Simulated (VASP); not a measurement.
# Si (Ibca) in VASP: notebook

The runs below take Si through single point, with PBE.

Everything below comes from runs of VASP 6.6.1. Logs are shortened: lines on timing, memory, paths and dates and some standing lists are left out, and cuts for length are marked.

## (1) The cell of the first run

The structure is orthorhombic, space group Ibca (No. 73). The conventional cell has a = 6.563 Å, b = 6.563 Å, c = 7.404 Å, α = 90.00°, β = 90.00°, γ = 90.00°. Si (site symmetry 1) has 4 Si at 2.36 to 2.57 Å within 3.1 Å.

## (2) Single point, PBE (19.93 Å³/atom)

INCAR reads:

```
SYSTEM = Si
ALGO = Fast
EDIFF = 1E-7
ENCUT = 520
GGA = PE
ISIF = 2
ISMEAR = 0
LASPH = .TRUE.
LCHARG = .FALSE.
LREAL = .FALSE.
LWAVE = .FALSE.
NBANDS = 26
NELM = 60
PREC = Accurate
SIGMA = 0.15
```

KPOINTS reads:

```
k-points
0
G
  10 10 10
  0 0 0
```

POSCAR reads:

```
Si
1.0
   -3.2814434645      3.2814434645      3.7021245166
    3.2814434645     -3.2814434645      3.7021245166
    3.2814434645      3.2814434645     -3.7021245166
Si
8
Direct
    0.2028545115      0.2028545115      0.2028545115
    0.5000000000      0.0000000000      0.2971454885
    0.2971454885      0.5000000000      0.0000000000
    0.0000000000      0.2971454885      0.5000000000
    0.7971454885      0.7971454885      0.7971454885
    0.5000000000      0.0000000000      0.7028545115
    0.7028545115      0.5000000000      0.0000000000
    0.0000000000      0.7028545115      0.5000000000
```

Potentials or basis: VASP PAW PBE potentials, release 64 (Si).

Started as:

```
cat potpaw_PBE.64/Si/POTCAR > POTCAR
mpirun -np 1 vasp_std > vasp.out
```

OUTCAR:

```text
SYSTEM = Si
   EDIFF = 1E-7
   ENCUT = 520
   GGA = PE
   ISIF = 2
   ISMEAR = 0
   LASPH = .TRUE.
   LREAL = .FALSE.
   NELM = 60
   PREC = Accurate

 ion  position               nearest neighbor table
   1  0.203  0.203  0.203-   2 2.36   5 2.41   4 2.46   3 2.57
   2  0.500  0.000  0.297-   1 2.36   6 2.41   3 2.46   4 2.57
   3  0.297  0.500  0.000-   4 2.36   7 2.41   2 2.46   1 2.57
   4  0.000  0.297  0.500-   3 2.36   8 2.41   1 2.46   2 2.57
   5  0.797  0.797  0.797-   6 2.36   1 2.41   8 2.46   7 2.57
   6  0.500  0.000  0.703-   5 2.36   2 2.41   7 2.46   8 2.57
   7  0.703  0.500  0.000-   8 2.36   3 2.41   6 2.46   5 2.57
   8  0.000  0.703  0.500-   7 2.36   4 2.41   5 2.46   6 2.57

  LATTYP: Found a body centered tetragonal cell.
 ALAT       =     6.5628869290
 C/A-ratio  =     1.1282000000

  Lattice vectors:

 A1 = (  -3.2814434645,   3.2814434645,   3.7021245166)
 A2 = (   3.2814434645,  -3.2814434645,   3.7021245166)
 A3 = (   3.2814434645,   3.2814434645,  -3.7021245166)

Analysis of symmetry for initial positions (statically):
=====================================================================
 Subroutine PRICEL returns:
 Original cell was already a primitive cell.

 Routine SETGRP: Setting up the symmetry group for a
 body centered tetragonal supercell.

 Subroutine GETGRP returns: Found  8 space group operations
 (whereof  2 operations were pure point group operations)
 out of a pool of 16 trial point group operations.

The static configuration has the point symmetry S_2 .
 The point group associated with its full space group is D_2h.

Analysis of symmetry for dynamics (positions and initial velocities):
=====================================================================
 Subroutine PRICEL returns:
 Original cell was already a primitive cell.

 Routine SETGRP: Setting up the symmetry group for a
 body centered tetragonal supercell.

 Subroutine GETGRP returns: Found  8 space group operations
 (whereof  2 operations were pure point group operations)
 out of a pool of 16 trial point group operations.

The dynamic configuration has the point symmetry S_2 .
 The point group associated with its full space group is D_2h.

 Subroutine INISYM returns: Found  8 space group operations
 (whereof  2 operations are pure point group operations),
 and found     1 'primitive' translations

[... 109 lines left out ...]
   NSW    =      0    number of steps for IOM
   IBRION =     -1    ionic relax: 0-MD 1-quasi-New 2-CG
   NFREE  =      0    steps in history (QN), initial steepest desc. (CG)
   ISIF   =      2    stress and relaxation
   ISYM   =      2    0-nonsym 1-usesym 2-fastsym
   POTIM  = 0.5000    time-step for ionic-motion
   TEBEG  =    0.0;   TEEND  =   0.0 temperature during run
   PSTRESS=    0.0 pullay stress
   NELECT =      32.0000    total number of electrons
   NUPDOWN=      -1.0000    fix difference up-down
   EMIN   =  10.00;   EMAX   =-10.00  energy-range for DOS
   EFERMI =   0.00;   METHOD = LEGACY
   ISMEAR =     0;   SIGMA  =   0.15  broadening in eV -4-tet -1-fermi 0-gaus
   EFERMI_NEDOS =   21; number of points for ismear=-14 and -15
   IALGO  =     68    algorithm
   IMIX   =      4    mixing-type and parameters
     AMIX     =   0.40;   BMIX     =  1.00
     AMIX_MAG =   1.60;   BMIX_MAG =  1.00
  volume/ion in A,a.u.               =      19.93       134.51
  Fermi-wavevector in a.u.,A,eV,Ry     =   0.958469  1.811243 12.499155  0.918662
  Thomas-Fermi vector in A             =   2.087579
   LORBIT       =      0    0 simple, 1 ext, 2 COOP (PROOUT), +10 PAW based schemes
   GGA     = PE    functional components
   LHFCALC =     F    Hartree Fock is set to
   AEXX    =    0.0000 exact exchange contribution
   IVDW    =     0    specifies the selected vdW correction
   LEPSILON=     F    determine dielectric tensor
   LRPA    =     F    only Hartree local field effects (RPA)
 non-spin polarized calculation
 RMM-DIIS sequential band-by-band and
 Gauss-broadening in eV      SIGMA  =   0.15
  energy-cutoff  :      520.00
  volume of cell :      159.46
 maximum number of plane-waves:      4334
 NGX is ok and might be reduce to    48
   NGX = 23   NGY = 23   NGZ = 23

 number of electron      32.0000000 magnetization

 Free energy of the ion-electron system (eV)
  ---------------------------------------------------
  ext. energy  EPLUGINS =         0.00000000
  ---------------------------------------------------
  free energy    TOTEN  =       -41.26773672 eV

  energy without entropy =      -41.25280694  energy(sigma->0) =      -41.26027183

 E-fermi :   6.1655     XC(G=0):  -9.6296

 val. band max:        6.1603153092   @ k =   0.5000  -0.0000   0.0000
 cond. band min:       6.1670504925   @ k =   0.4000  -0.0000   0.0000
 fundamental gap:      0.0067351833
 Fermi energy:         6.1655054156

 k-point     1 :       0.0000    0.0000    0.0000
  band No.  band energies     occupation
      1      -5.8938      2.00000
      2      -1.9896      2.00000
      3      -1.9451      2.00000
      4      -1.6985      2.00000
      5      -0.9555      2.00000
      6      -0.2068      2.00000
[... 685 lines left out ...]
     25      10.7906      0.00000
     26      11.1076      0.00000

 [... further k-points ...]

------------------------ aborting loop because EDIFF is reached ----------------------------------------

  FORCE on cell =-STRESS in cart. coord.  units (eV):
  Direction    XX          YY          ZZ          XY          YZ          ZX
  --------------------------------------------------------------------------------------
  -------------------------------------------------------------------------------------
  Total       -0.9537225     -0.2657012    -15.6445038     -0.0000000      0.0000000      0.0000000
  in kB       -9.5827845     -2.6697050   -157.1923872     -0.0000000      0.0000000      0.0000000
  external PRESSURE =     -56.4816256 kB  Pullay stress =       0.0000000 kB

 VOLUME and BASIS-vectors are now :
 -----------------------------------------------------------------------------
  energy-cutoff  :      520.00
  volume of cell :      159.46
      direct lattice vectors                 reciprocal lattice vectors
    -3.281443465  3.281443465  3.702124517     0.000000000  0.152371968  0.135057586
     3.281443465 -3.281443465  3.702124517     0.152371968  0.000000000  0.135057586
     3.281443465  3.281443465 -3.702124517     0.152371968  0.152371968  0.000000000

 POSITION                                       TOTAL-FORCE (eV/Angst)
 -----------------------------------------------------------------------------------
      0.66566      0.66566      0.75099         0.042946     -0.490890     -0.017532
     -0.66566      2.61579      0.75099        -0.042946      0.490890     -0.017532
      0.66566     -0.66566      2.95113         0.042946      0.490890      0.017532
      2.61579      0.66566     -0.75099        -0.042946     -0.490890      0.017532
      2.61579      2.61579      2.95113        -0.042946      0.490890      0.017532
      0.66566      3.94710     -0.75099         0.042946     -0.490890      0.017532
     -0.66566      0.66566      4.45312        -0.042946     -0.490890     -0.017532
      3.94710     -0.66566      0.75099         0.042946      0.490890     -0.017532
 -----------------------------------------------------------------------------------
    total drift:                               -0.000000     -0.000000     -0.000000

  FREE ENERGIE OF THE ION-ELECTRON SYSTEM (eV)
  ---------------------------------------------------
  free  energy   TOTEN  =       -41.2677367240 eV

  energy  without entropy=      -41.2528069413  energy(sigma->0) =      -41.26027183
```

stdout:

```text
POSCAR found type information on POSCAR Si
 POSCAR found :  1 types and       8 ions
 scaLAPACK will be used
 LDA part: xc-table for (Slater+PW92), standard interpolation
 POSCAR, INCAR and KPOINTS ok, starting setup
 FFT: planning ... GRIDC
 FFT: planning ... GRID_SOFT
 FFT: planning ... GRID
 WAVECAR not read
 entering main loop
```

It took 20 min on 1 thread of Oxide Virtual Turin-like, shared host; peak memory 0.59 GiB.

Results:

- Free energy: -41.2677 eV
- Pressure: -5.6 GPa
- Largest force: 0.493 eV/Å
- Band gap on the k mesh: zero (bands 16 and 17 overlap by 0.34 eV)

Forces in eV/Å, atoms in the order of the input:
```
Si   0.043 -0.491 -0.018
Si  -0.043  0.491 -0.018
Si   0.043  0.491  0.018
Si  -0.043 -0.491  0.018
Si  -0.043  0.491  0.018
Si   0.043 -0.491  0.018
Si  -0.043 -0.491 -0.018
Si   0.043  0.491 -0.018
```

Caveat: the stress differs along the axes, from -16 to -0 GPa; semilocal functionals underestimate gaps, and a narrow one can read as zero.

## (3) Single point, PBE (19.93 Å³/atom)

INCAR reads:

```
SYSTEM = Si
ALGO = Fast ; EDIFF = 1E-7
ENCUT = 520 ; GGA = PE
ISIF = 2 ; ISMEAR = 0
LASPH = .True. ; LCHARG = .True.
LELF = .True. ; LREAL = .False.
LVHAR = .True. ; LWAVE = .False.
NBANDS = 26 ; NELM = 80
PREC = Accurate ; SIGMA = 0.15
```

KPOINTS reads:

```
k-points
0
Gamma
  10 10 10
  0 0 0
```

POSCAR, as its differences from that of step 2:

```diff
@@ -2,5 +2,5 @@
 1.0
-   -3.2814434645      3.2814434645      3.7021245166
-    3.2814434645     -3.2814434645      3.7021245166
-    3.2814434645      3.2814434645     -3.7021245166
+   -3.4621517318      3.4621517318      3.3257429536
+    3.4621517318     -3.4621517318      3.3257429536
+    3.4621517318      3.4621517318     -3.3257429536
 Si
```

Potentials or basis: VASP PAW PBE potentials, release 64 (Si).

Started as:

```
cat potpaw_PBE.64/Si/POTCAR > POTCAR
mpirun -np 1 vasp_std > vasp.out
```

Run time: 17 min. Hardware: 1 thread of Oxide Virtual Turin-like, shared host; peak memory 0.6 GiB.

The run converged. Its results:

```
Free energy            : -41.8200 eV
Pressure               : -6.2 GPa
Largest force          : 0.334 eV/Å
Band gap on the k mesh : zero (bands 16 and 17 overlap by 0.08 eV)
```

Forces in eV/Å, atoms in the order of the input:
```
Si  -0.211 -0.061 -0.252
Si   0.211  0.061 -0.252
Si  -0.211  0.061  0.252
Si   0.211 -0.061  0.252
Si   0.211  0.061  0.252
Si  -0.211 -0.061  0.252
Si   0.211 -0.061 -0.252
Si  -0.211  0.061 -0.252
```

Stress tensor (GPa, compression positive):
```
-7.91  0.00  0.00
 0.00 -7.83  0.00
 0.00  0.00 -2.84
```

Levels at points of the mesh, in eV from the Fermi level:
| k point | band 13 | band 14 | band 15 | band 16 | band 17 | band 18 | band 19 | band 20 |
| --- | --- | --- | --- | --- | --- | --- | --- | --- |
| (0.00, 0.00, 0.00) | -3.63 | -1.51 | -1.43 | -0.63 | 1.35 | 1.39 | 2.16 | 3.33 |
| (0.50, 0.00, 0.00) | -2.00 | -2.00 | -1.37 | -1.37 | 0.60 | 0.60 | 1.82 | 1.82 |
| (0.50, 0.00, 0.50) | -1.92 | -1.92 | -1.19 | -1.19 | 0.30 | 0.30 | 1.88 | 1.88 |
| (0.50, 0.50, 0.00) | -2.03 | -2.03 | -1.13 | -1.13 | 0.41 | 0.41 | 1.86 | 1.86 |
| (0.50, 0.50, 0.50) | -2.39 | -0.65 | -0.04 | 0.11 | 0.28 | 2.20 | 2.40 | 2.70 |

Caveat: the stress differs along the axes, from -8 to -3 GPa; semilocal functionals underestimate gaps, and a narrow one can read as zero.

The gap in the log of VASP goes by the Fermi energy; the results here count the filled bands.